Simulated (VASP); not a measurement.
# NaCl (Fm-3m) in VASP: single point with PBE

Aim: the single point of NaCl with PBE.

All numbers are computed with VASP 6.6.1; they aren't measurements. Logs are shortened: lines on timing, memory, paths and dates and some standing lists are left out, and cuts for length are marked.

**1. The cell of the first run**

It takes space group Fm-3m (No. 225, cubic). The conventional cell has a = 5.952 Å, b = 5.952 Å, c = 5.952 Å, α = 90.00°, β = 90.00°, γ = 90.00°. Na (site symmetry m-3m) has 6 Cl at 2.98 Å within 3.9 Å. Within 3.9 Å of Cl (site symmetry m-3m) lie 6 Na at 2.98 Å.

**2. Single point, PBE (K replaced by Na, lengths x 0.927, strained)**

File INCAR:

```
SYSTEM = NaCl
PREC = Accurate
ENCUT = 520
EDIFF = 1E-7
ISMEAR = 0
SIGMA = 0.1
LREAL = .FALSE.
LASPH = .TRUE.
NELM = 100
ALGO = Normal
ISIF = 2
LWAVE = .FALSE.
LCHARG = .FALSE.
GGA = PE
NBANDS = 14
```

File KPOINTS:

```
Automatic mesh
0
G
  6 6 6
  0 0 0
```

File POSCAR:

```
NaCl
1.0
    0.0000000000      2.9758330880      2.9758330880
    2.9758330880      0.0000000000      2.9758330880
    2.9758330880      2.9758330880      0.0000000000
Na Cl
1 1
Direct
    0.0000000000      0.0000000000      0.0000000000
    0.5000000000      0.5000000000      0.5000000000
```

Potentials or basis: VASP PAW PBE potentials, release 64 (Na_pv, Cl).

Launch:

```sh
cat potpaw_PBE.64/Na_pv/POTCAR potpaw_PBE.64/Cl/POTCAR > POTCAR
mpirun -np 1 vasp_std > vasp.out
```

OUTCAR:

```text
SYSTEM = NaCl
   PREC = Accurate
   ENCUT = 520
   EDIFF = 1E-7
   ISMEAR = 0
   LREAL = .FALSE.
   LASPH = .TRUE.
   NELM = 100
   ISIF = 2
   GGA = PE

 ion  position               nearest neighbor table
   1  0.000  0.000  0.000-
   2  0.500  0.500  0.500-

  LATTYP: Found a face centered cubic cell.
 ALAT       =     5.9516661760

  Lattice vectors:

 A1 = (   0.0000000000,   2.9758330880,   2.9758330880)
 A2 = (   2.9758330880,   0.0000000000,   2.9758330880)
 A3 = (   2.9758330880,   2.9758330880,   0.0000000000)

Analysis of symmetry for initial positions (statically):
=====================================================================
 Subroutine PRICEL returns:
 Original cell was already a primitive cell.

 Routine SETGRP: Setting up the symmetry group for a
 face centered cubic supercell.

 Subroutine GETGRP returns: Found 48 space group operations
 (whereof 48 operations were pure point group operations)
 out of a pool of 48 trial point group operations.

The static configuration has the point symmetry O_h .

Analysis of symmetry for dynamics (positions and initial velocities):
=====================================================================
 Subroutine PRICEL returns:
 Original cell was already a primitive cell.

 Routine SETGRP: Setting up the symmetry group for a
 face centered cubic supercell.

 Subroutine GETGRP returns: Found 48 space group operations
 (whereof 48 operations were pure point group operations)
 out of a pool of 48 trial point group operations.

The dynamic configuration has the point symmetry O_h .

 Subroutine INISYM returns: Found 48 space group operations
 (whereof 48 operations are pure point group operations),
 and found     1 'primitive' translations

----------------------------------------------------------------------------------------

                                     Primitive cell

  volume of cell :      52.7055

  direct lattice vectors                    reciprocal lattice vectors
     0.000000000  2.975833088  2.975833088    -0.168020176  0.168020176  0.168020176
     2.975833088  0.000000000  2.975833088     0.168020176 -0.168020176  0.168020176
     2.975833088  2.975833088  0.000000000     0.168020176  0.168020176 -0.168020176

  length of vectors
     4.208463512  4.208463512  4.208463512     0.291019482  0.291019482  0.291019482

  position of ions in fractional coordinates (direct lattice)
     0.000000000  0.000000000  0.000000000
     0.500000000  0.500000000  0.500000000

  ion indices of the primitive-cell ions
[... 76 lines left out ...]
   PSTRESS=    0.0 pullay stress
   NELECT =      14.0000    total number of electrons
   NUPDOWN=      -1.0000    fix difference up-down
   EMIN   =  10.00;   EMAX   =-10.00  energy-range for DOS
   EFERMI =   0.00;   METHOD = LEGACY
   ISMEAR =     0;   SIGMA  =   0.10  broadening in eV -4-tet -1-fermi 0-gaus
   EFERMI_NEDOS =   21; number of points for ismear=-14 and -15
   IALGO  =     38    algorithm
   IMIX   =      4    mixing-type and parameters
     AMIX     =   0.40;   BMIX     =  1.00
     AMIX_MAG =   1.60;   BMIX_MAG =  1.00
  volume/ion in A,a.u.               =      26.35       177.84
  Fermi-wavevector in a.u.,A,eV,Ry     =   1.052363  1.988678 15.068018  1.107468
  Thomas-Fermi vector in A             =   2.187443
   LORBIT       =      0    0 simple, 1 ext, 2 COOP (PROOUT), +10 PAW based schemes
   GGA     = PE    functional components
   LHFCALC =     F    Hartree Fock is set to
   AEXX    =    0.0000 exact exchange contribution
   IVDW    =     0    specifies the selected vdW correction
   LEPSILON=     F    determine dielectric tensor
   LRPA    =     F    only Hartree local field effects (RPA)
 non-spin polarized calculation
 Gauss-broadening in eV      SIGMA  =   0.10
  energy-cutoff  :      520.00
  volume of cell :       52.71
 maximum number of plane-waves:      1435
   NGX = 15   NGY = 15   NGZ = 15

 number of electron      14.0000008 magnetization

 Free energy of the ion-electron system (eV)
  ---------------------------------------------------
  ext. energy  EPLUGINS =         0.00000000
  ---------------------------------------------------
  free energy    TOTEN  =        -6.72553244 eV

  energy without entropy =       -6.72553244  energy(sigma->0) =       -6.72553244

 E-fermi :  -1.0761     XC(G=0):  -7.4996

 val. band max:       -1.5615253723   @ k =   0.0000   0.0000   0.0000
 cond. band min:       2.9872167307   @ k =   0.0000   0.0000   0.0000
 fundamental gap:      4.5487421030
 Fermi energy:        -1.0760676609

 k-point     1 :       0.0000    0.0000    0.0000
  band No.  band energies     occupation
      1     -22.7405      2.00000
      2     -22.7405      2.00000
      3     -22.7405      2.00000
      4     -13.9105      2.00000
      5      -1.5615      2.00000
      6      -1.5615      2.00000
      7      -1.5615      2.00000
      8       2.9872      0.00000
      9       9.3490      0.00000
     10       9.3490      0.00000
     11       9.3490      0.00000
     12      11.3152      0.00000
     13      11.3152      0.00000
     14      12.6591      0.00000
[... 241 lines left out ...]
      1     -22.7487      2.00000
      2     -22.7459      2.00000
      3     -22.7450      2.00000
      4     -13.6632      2.00000
      5      -2.6577      2.00000
      6      -2.2514      2.00000
      7      -2.1022      2.00000
      8       6.2114      0.00000
      9       7.1502      0.00000
     10       8.1903      0.00000
     11       9.6034      0.00000
     12      12.3418      0.00000
     13      13.5897      0.00000
     14      13.7937      0.00000

------------------------ aborting loop because EDIFF is reached ----------------------------------------

  FORCE on cell =-STRESS in cart. coord.  units (eV):
  Direction    XX          YY          ZZ          XY          YZ          ZX
  --------------------------------------------------------------------------------------
  -------------------------------------------------------------------------------------
  Total       -0.7698073     -0.7698073     -0.7698073      0.0000000      0.0000000     -0.0000000
  in kB      -23.4011329    -23.4011329    -23.4011329      0.0000000      0.0000000     -0.0000000
  external PRESSURE =     -23.4011329 kB  Pullay stress =       0.0000000 kB

 VOLUME and BASIS-vectors are now :
 -----------------------------------------------------------------------------
  energy-cutoff  :      520.00
  volume of cell :       52.71
      direct lattice vectors                 reciprocal lattice vectors
     0.000000000  2.975833088  2.975833088    -0.168020176  0.168020176  0.168020176
     2.975833088  0.000000000  2.975833088     0.168020176 -0.168020176  0.168020176
     2.975833088  2.975833088  0.000000000     0.168020176  0.168020176 -0.168020176

 POSITION                                       TOTAL-FORCE (eV/Angst)
 -----------------------------------------------------------------------------------
      0.00000      0.00000      0.00000         0.000000      0.000000     -0.000000
      2.97583      2.97583      2.97583         0.000000     -0.000000      0.000000
 -----------------------------------------------------------------------------------
    total drift:                                0.000000     -0.000000     -0.000000

  FREE ENERGIE OF THE ION-ELECTRON SYSTEM (eV)
  ---------------------------------------------------
  free  energy   TOTEN  =        -6.7255324374 eV

  energy  without entropy=       -6.7255324374  energy(sigma->0) =       -6.72553244
```

stdout:

```text
POSCAR found type information on POSCAR NaCl
 POSCAR found :  2 types and       2 ions
 scaLAPACK will be used
 LDA part: xc-table for (Slater+PW92), standard interpolation
 POSCAR, INCAR and KPOINTS ok, starting setup
 FFT: planning ... GRIDC
 FFT: planning ... GRID_SOFT
 FFT: planning ... GRID
 WAVECAR not read
 entering main loop
```

Wall time 9.9 s (1 thread of AMD EPYC 7R13, shared host); peak memory 0.17 GiB.

What came out:

```yaml
Free_energy: -6.7255 eV
Pressure: -2.3 GPa
Band_gap_on_the_k_mesh: 4.55 eV, direct
```

Caveat: the cell differs from its parent crystal (K replaced by Na, lengths x 0.927, strained).
